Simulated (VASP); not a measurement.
# Nb (P-1) in VASP: notebook, part 2 of 2

VASP 6.6.1. The steps go on from the part before.

**4. Single point, PBE**

File INCAR:

```
ALGO = Fast
EDIFF = 1E-7
ENCUT = 520
GGA = PE
ISIF = 2
ISMEAR = 1
LASPH = T
LCHARG = T
LELF = T
LREAL = F
LVHAR = T
LWAVE = F
NBANDS = 12
NELM = 60
PREC = Accurate
SIGMA = 0.1
```

File KPOINTS:

```
k-points
0
Gamma
  9 8 9
```

File POSCAR:

```
Nb
1.0
   -1.4545883700      1.6009203400      1.6273015200
    1.6190107300     -1.9818268200      2.1726303600
    1.2182993000      1.7455377500     -2.0082080000
Nb
1
Direct
    0.0000000000      0.0000000000      0.0000000000
```

Potentials or basis: VASP PAW PBE potentials, release 64 (Nb_sv).

Command:

```bash
$ cat potpaw_PBE.64/Nb_sv/POTCAR > POTCAR
$ mpirun -np 1 vasp_std > vasp.out
```

OUTCAR:

```text
EDIFF = 1E-7
   ENCUT = 520
   GGA = PE
   ISIF = 2
   ISMEAR = 1
   LASPH = T
   LREAL = F
   NELM = 60
   PREC = Accurate

 ion  position               nearest neighbor table
   1  0.000  0.000  0.000-

  LATTYP: Found a triclinic cell.
 ALAT       =     2.7068216598
 B/A-ratio  =     1.6678830294
 C/A-ratio  =     3.0197523394
 COS(alpha) =     0.0039638989
 COS(beta)  =     0.5989314928
 COS(gamma) =     0.7833223595

  Lattice vectors:

[... 540 lines left out ...]
     10      17.0205      0.00000
     11      23.5553      0.00000
     12      25.9209      0.00000

 [... further k-points ...]

------------------------ aborting loop because EDIFF is reached ----------------------------------------

  FORCE on cell =-STRESS in cart. coord.  units (eV):
  Direction    XX          YY          ZZ          XY          YZ          ZX
  --------------------------------------------------------------------------------------
  -------------------------------------------------------------------------------------
  Total        2.8735721      0.1471080      0.6696277     -0.0479655      1.4345209     -0.2668543
  in kB      260.1450410     13.3177122     60.6215225     -4.3423276    129.8674588    -24.1583708
  external PRESSURE =     111.3614253 kB  Pullay stress =       0.0000000 kB

 VOLUME and BASIS-vectors are now :
 -----------------------------------------------------------------------------
  energy-cutoff  :      520.00
  volume of cell :       17.70
      direct lattice vectors                 reciprocal lattice vectors
    -1.454588370  1.600920340  1.627301520     0.010595277  0.333276093  0.296111867
     1.619010730 -1.981826820  2.172630360     0.342162717  0.053033731  0.253673413
     1.218299300  1.745537750 -2.008208000     0.378762966  0.327437888  0.016433482

 POSITION                                       TOTAL-FORCE (eV/Angst)
 -----------------------------------------------------------------------------------
      0.00000      0.00000      0.00000         0.000000      0.000000      0.000000
 -----------------------------------------------------------------------------------
    total drift:                               -0.000000     -0.000000      0.000000

  FREE ENERGIE OF THE ION-ELECTRON SYSTEM (eV)
  ---------------------------------------------------
  free  energy   TOTEN  =        -9.8477981723 eV

  energy  without entropy=       -9.8477297287  energy(sigma->0) =       -9.84777536
```

stdout:

```text
POSCAR found type information on POSCAR Nb
 POSCAR found :  1 types and       1 ions
 scaLAPACK will be used
 LDA part: xc-table for (Slater+PW92), standard interpolation
 POSCAR, INCAR and KPOINTS ok, starting setup
 FFT: planning ... GRIDC
 FFT: planning ... GRID_SOFT
 FFT: planning ... GRID
 WAVECAR not read
 entering main loop
WARNING in EDDRMM: call to ZHEGV failed, returncode =   6  3     11
WARNING in EDDRMM: call to ZHEGV failed, returncode =   6  3      9
WARNING in EDDRMM: call to ZHEGV failed, returncode =   8  4      7
WARNING in EDDRMM: call to ZHEGV failed, returncode =   8  4      5
WARNING in EDDRMM: call to ZHEGV failed, returncode =   6  3     10
WARNING in EDDRMM: call to ZHEGV failed, returncode =   6  3     11
WARNING in EDDRMM: call to ZHEGV failed, returncode =   6  3      9
WARNING in EDDRMM: call to ZHEGV failed, returncode =   6  3      8
WARNING in EDDRMM: call to ZHEGV failed, returncode =   6  3      9
WARNING in EDDRMM: call to ZHEGV failed, returncode =   8  4      7
```

Run time: 74 s. Hardware: 1 thread of Intel Xeon 6975P-C (Granite Rapids), shared host; peak memory 0.19 GiB.

Results:

| Item | Value |
| --- | --- |
| Free energy | -9.8478 eV |
| Pressure | 11.1 GPa |

Levels at points of the mesh, in eV from the Fermi level:
| k point | band 5 | band 6 | band 7 | band 8 | band 9 | band 10 |
| --- | --- | --- | --- | --- | --- | --- |
| (0.00, 0.00, 0.00) | -6.15 | -2.25 | -0.21 | 1.67 | 3.24 | 4.85 |
| (0.00, 0.50, 0.00) | -3.98 | -1.82 | 1.93 | 2.09 | 3.43 | 6.40 |

**5. Single point, PBE**

File INCAR:

```
PREC = Accurate
ENCUT = 520
EDIFF = 1E-6
ISMEAR = 1
SIGMA = 0.1
LREAL = F
LASPH = T
NELM = 80
ALGO = Fast
ISIF = 2
LWAVE = F
LCHARG = F
GGA = PE
NBANDS = 12
```

File KPOINTS:

```
Automatic mesh
0
Gamma
  11 10 12
```

POSCAR is that of step 4.

Potentials or basis: VASP PAW PBE potentials, release 64 (Nb_sv).

Command:

```bash
$ cat potpaw_PBE.64/Nb_sv/POTCAR > POTCAR
$ mpirun -np 1 vasp_std > vasp.out
```

OUTCAR:

```text
PREC = Accurate
   ENCUT = 520
   EDIFF = 1E-6
   ISMEAR = 1
   LREAL = F
   LASPH = T
   NELM = 80
   ISIF = 2
   GGA = PE

 ion  position               nearest neighbor table
   1  0.000  0.000  0.000-

  LATTYP: Found a triclinic cell.
 ALAT       =     2.7068216598
 B/A-ratio  =     1.6678830294
 C/A-ratio  =     3.0197523394
 COS(alpha) =     0.0039638989
 COS(beta)  =     0.5989314928
 COS(gamma) =     0.7833223595

  Lattice vectors:

 A1 = (  -1.4545883700,   1.6009203400,   1.6273015200)
 A2 = (  -2.6728876700,  -0.1446174100,   3.6355095200)
 A3 = (   0.9101435200,   8.0575474500,   1.0299109200)

Analysis of symmetry for initial positions (statically):
=====================================================================
 Subroutine PRICEL returns:
 Original cell was already a primitive cell.

 Routine SETGRP: Setting up the symmetry group for a
 triclinic supercell.

 Subroutine GETGRP returns: Found  2 space group operations
 (whereof  2 operations were pure point group operations)
 out of a pool of  2 trial point group operations.

The static configuration has the point symmetry S_2 .

Analysis of symmetry for dynamics (positions and initial velocities):
=====================================================================
 Subroutine PRICEL returns:
 Original cell was already a primitive cell.

 Routine SETGRP: Setting up the symmetry group for a
 triclinic supercell.

 Subroutine GETGRP returns: Found  2 space group operations
 (whereof  2 operations were pure point group operations)
 out of a pool of  2 trial point group operations.

The dynamic configuration has the point symmetry S_2 .

 Subroutine INISYM returns: Found  2 space group operations
 (whereof  2 operations are pure point group operations),
 and found     1 'primitive' translations

----------------------------------------------------------------------------------------

                                     Primitive cell

  volume of cell :      17.6977

  direct lattice vectors                    reciprocal lattice vectors
    -1.454588370  1.600920340  1.627301520     0.010595277  0.333276093  0.296111867
     1.619010730 -1.981826820  2.172630360     0.342162717  0.053033731  0.253673413
     1.218299300  1.745537750 -2.008208000     0.378762966  0.327437888  0.016433482

  length of vectors
     2.706821660  3.356956355  2.926440601     0.445945570  0.429229661  0.500946119

  position of ions in fractional coordinates (direct lattice)
     0.000000000  0.000000000  0.000000000

  ion indices of the primitive-cell ions
   primitive index   ion index
                 1           1

----------------------------------------------------------------------------------------

 KPOINTS: Automatic mesh

Automatic generation of k-mesh.
 Grid dimensions read from file:
 generate k-points for:   11   10   12

 Generating k-lattice:

  Cartesian coordinates                     Fractional coordinates (reciprocal lattice)
     0.000963207  0.030297827  0.026919261     0.090909091 -0.000000000  0.000000000
     0.034216272  0.005303373  0.025367341     0.000000000  0.100000000  0.000000000
     0.031563580  0.027286491  0.001369457    -0.000000000 -0.000000000  0.083333333

  Length of vectors
     0.040540506  0.042922966  0.041745510

  Shift w.r.t. Gamma in fractional coordinates (k-lattice)
     0.000000000  0.000000000  0.000000000

 Subroutine IBZKPT returns following result:
 ===========================================

 Found    662 irreducible k-points:

 Following reciprocal coordinates:
            Coordinates               Weight
  0.000000  0.000000  0.000000      1.000000
  0.090909  0.000000 -0.000000      2.000000
  0.181818 -0.000000  0.000000      2.000000
  0.272727 -0.000000  0.000000      2.000000
  0.363636  0.000000  0.000000      2.000000
  0.454545  0.000000  0.000000      2.000000
[... 16 lines left out ...]
  0.454545  0.200000  0.000000      2.000000
 -0.454545  0.200000 -0.000000      2.000000
 [... further k-points ...]
   k-points           NKPTS =    662   k-points in BZ     NKDIM =    662   number of bands    NBANDS=     12
   number of dos      NEDOS =    301   number of ions     NIONS =      1
   total plane-waves  NPLWV =  13440
   dimension x,y,z NGX =    20 NGY =   28 NGZ =   24
   dimension x,y,z NGXF=    40 NGYF=   56 NGZF=   48
   ions per type =               1
   NGX,Y,Z   is equivalent  to a cutoff of  12.28, 13.87, 13.63 a.u.
   NGXF,Y,Z  is equivalent  to a cutoff of  24.57, 27.73, 27.27 a.u.
 SYSTEM =  unknown system
   PREC   = accura    normal or accurate (medium, high low for compatibility)
   ISTART =      0    job   : 0-new  1-cont  2-samecut
   ICHARG =      2    charge: 1-file 2-atom 10-const
   ISPIN  =      1    spin polarized calculation?
   LNONCOLLINEAR =      F non collinear calculations
   LSORBIT =      F    spin-orbit coupling
   LASPH  =      T    aspherical Exc in radial PAW
   ENCUT  =  520.0 eV  38.22 Ry    6.18 a.u.   5.03  6.24  5.44*2*pi/ulx,y,z
   NELM   =     80;   NELMIN=  2; NELMDL= -5     # of ELM steps
   EDIFF  = 0.1E-05   stopping-criterion for ELM
   LREAL  =      F    real-space projection
   EDIFFG = 0.1E-04   stopping-criterion for IOM
   NSW    =      0    number of steps for IOM
   IBRION =     -1    ionic relax: 0-MD 1-quasi-New 2-CG
   NFREE  =      0    steps in history (QN), initial steepest desc. (CG)
   ISIF   =      2    stress and relaxation
   ISYM   =      2    0-nonsym 1-usesym 2-fastsym
   POTIM  = 0.5000    time-step for ionic-motion
   TEBEG  =    0.0;   TEEND  =   0.0 temperature during run
   PSTRESS=    0.0 pullay stress
   NELECT =      13.0000    total number of electrons
   NUPDOWN=      -1.0000    fix difference up-down
   EMIN   =  10.00;   EMAX   =-10.00  energy-range for DOS
   EFERMI =   0.00;   METHOD = LEGACY
   ISMEAR =     1;   SIGMA  =   0.10  broadening in eV -4-tet -1-fermi 0-gaus
   EFERMI_NEDOS =   21; number of points for ismear=-14 and -15
   IALGO  =     68    algorithm
   IMIX   =      4    mixing-type and parameters
     AMIX     =   0.40;   BMIX     =  1.00
     AMIX_MAG =   1.60;   BMIX_MAG =  1.00
  volume/ion in A,a.u.               =      17.70       119.43
  Fermi-wavevector in a.u.,A,eV,Ry     =   1.477124  2.791359 29.686481  2.181895
  Thomas-Fermi vector in A             =   2.591566
   LORBIT       =      0    0 simple, 1 ext, 2 COOP (PROOUT), +10 PAW based schemes
   GGA     = PE    functional components
   LHFCALC =     F    Hartree Fock is set to
   AEXX    =    0.0000 exact exchange contribution
   IVDW    =     0    specifies the selected vdW correction
   LEPSILON=     F    determine dielectric tensor
   LRPA    =     F    only Hartree local field effects (RPA)
 non-spin polarized calculation
 RMM-DIIS sequential band-by-band and
 Methfessel and Paxton  Order N= 1 SIGMA  =   0.10
  energy-cutoff  :      520.00
  volume of cell :       17.70
 maximum number of plane-waves:       490
   NGX = 11   NGY = 13   NGZ = 11

 number of electron      13.0000000 magnetization

 Free energy of the ion-electron system (eV)
  ---------------------------------------------------
  ext. energy  EPLUGINS =         0.00000000
  ---------------------------------------------------
  free energy    TOTEN  =        -9.84221484 eV

  energy without entropy =       -9.84169700  energy(sigma->0) =       -9.84204223

 E-fermi :  11.7188     XC(G=0): -12.5320

 val. band max:       11.7155695173   @ k =   0.2727  -0.2000   0.1667
 cond. band min:      11.7215613167   @ k =  -0.1818   0.0000   0.0833
 fundamental gap:      0.0059917995
 Fermi energy:        11.7187902156

 k-point     1 :       0.0000    0.0000    0.0000
  band No.  band energies     occupation
      1     -42.9635      2.00000
      2     -18.5723      2.00000
      3     -17.9288      2.00000
      4     -17.7523      2.00000
      5       5.5556      2.00000
      6       9.4668      2.00000
      7      11.5008      2.00856
      8      13.3813     -0.00000
      9      14.9567      0.00000
     10      16.5609      0.00000
     11      23.6752      0.00000
     12      25.5939      0.00000
[... 331 lines left out ...]
 k-point    24 :      -0.4545    0.2000   -0.0000
  band No.  band energies     occupation
      1     -42.5921      2.00000
      2     -19.5205      2.00000
      3     -18.6624      2.00000
      4     -18.3858      2.00000
      5       8.9686      2.00000
      6       9.9095      2.00000
      7      11.6227      2.04120
      8      13.9571      0.00000
      9      14.4743      0.00000
     10      18.4055      0.00000
     11      24.7140      0.00000
     12      25.2332      0.00000

 [... further k-points ...]

------------------------ aborting loop because EDIFF is reached ----------------------------------------

  FORCE on cell =-STRESS in cart. coord.  units (eV):
  Direction    XX          YY          ZZ          XY          YZ          ZX
  --------------------------------------------------------------------------------------
  -------------------------------------------------------------------------------------
  Total        2.8956634      0.1813486      0.6357007      0.0925032      1.3685116     -0.2262151
  in kB      262.1449688     16.4175213     57.5501101      8.3743303    123.8916201    -20.4792986
  external PRESSURE =     112.0375334 kB  Pullay stress =       0.0000000 kB

 VOLUME and BASIS-vectors are now :
 -----------------------------------------------------------------------------
  energy-cutoff  :      520.00
  volume of cell :       17.70
      direct lattice vectors                 reciprocal lattice vectors
    -1.454588370  1.600920340  1.627301520     0.010595277  0.333276093  0.296111867
     1.619010730 -1.981826820  2.172630360     0.342162717  0.053033731  0.253673413
     1.218299300  1.745537750 -2.008208000     0.378762966  0.327437888  0.016433482

 POSITION                                       TOTAL-FORCE (eV/Angst)
 -----------------------------------------------------------------------------------
      0.00000      0.00000      0.00000         0.000000     -0.000000     -0.000000
 -----------------------------------------------------------------------------------
    total drift:                               -0.000000     -0.000000      0.000000

  FREE ENERGIE OF THE ION-ELECTRON SYSTEM (eV)
  ---------------------------------------------------
  free  energy   TOTEN  =        -9.8422148358 eV

  energy  without entropy=       -9.8416970037  energy(sigma->0) =       -9.84204223
```

OSZICAR:

```text
N       E                     dE             d eps       ncg     rms          rms(c)
DAV:   1     0.119336541269E+03    0.11934E+03   -0.72955E+03 15944   0.108E+03
DAV:   2    -0.524770699559E+01   -0.12458E+03   -0.11955E+03 17028   0.391E+02
DAV:   3    -0.987475312140E+01   -0.46270E+01   -0.44025E+01 22820   0.667E+01
[... 11 lines left out ...]
RMM:  15    -0.984221037832E+01    0.94408E-05   -0.15642E-04 25641   0.145E-01    0.199E-02
RMM:  16    -0.984221042518E+01   -0.46863E-07   -0.47603E-05 25602   0.680E-02    0.351E-02
RMM:  17    -0.984221361448E+01   -0.31893E-05   -0.22773E-05 23621   0.334E-02    0.196E-02
RMM:  18    -0.984221453211E+01   -0.91762E-06   -0.15326E-05 21185   0.284E-02    0.989E-03
RMM:  19    -0.984221483578E+01   -0.30367E-06   -0.70651E-06 16062   0.218E-02
   1 F= -.98422148E+01 E0= -.98420422E+01  d E =-.517832E-03
```

Wall time 1.9 min (1 thread of Intel Xeon 6975P-C (Granite Rapids), shared host); peak memory 0.25 GiB.

Results:

```yaml
Free_energy: -9.8422 eV
Pressure: 11.2 GPa
```

Stress tensor (GPa, compression positive):
```
26.21  0.84 -2.05
 0.84  1.64 12.39
-2.05 12.39  5.76
```

Levels at points of the mesh, in eV from the Fermi level:
```
           k point  band 5  band 6  band 7  band 8  band 9  band 10
(0.00, 0.00, 0.00)   -6.16   -2.25   -0.22    1.66    3.24     4.84
(0.00, 0.50, 0.00)   -3.99   -1.82    1.92    2.08    3.42     6.40
(0.00, 0.00, 0.50)   -4.35   -3.38    3.30    4.72    5.57     6.93
(0.00, 0.50, 0.50)   -3.89   -0.57   -0.06    1.78    4.26     4.71
```

**6. Overview**

```csv
k mesh,smearing,gap on the mesh (eV),pressure (GPa)
9 × 8 × 9,gaussian 0.1 eV,none,11.2
9 × 8 × 9,methfessel-paxton 0.1 eV,none,11.1
11 × 10 × 12,methfessel-paxton 0.1 eV,none,11.2
```

Alike in all rows: task single point; level PBE; potentials or basis VASP PAW PBE potentials, release 64 (Nb_sv); no spin polarisation; cell as given; cutoff (eV) 520.

Every run on the cell as given and a fine mesh finds a metal.

Total energies depend on the potentials used, so only differences within one code and one set of settings carry meaning.
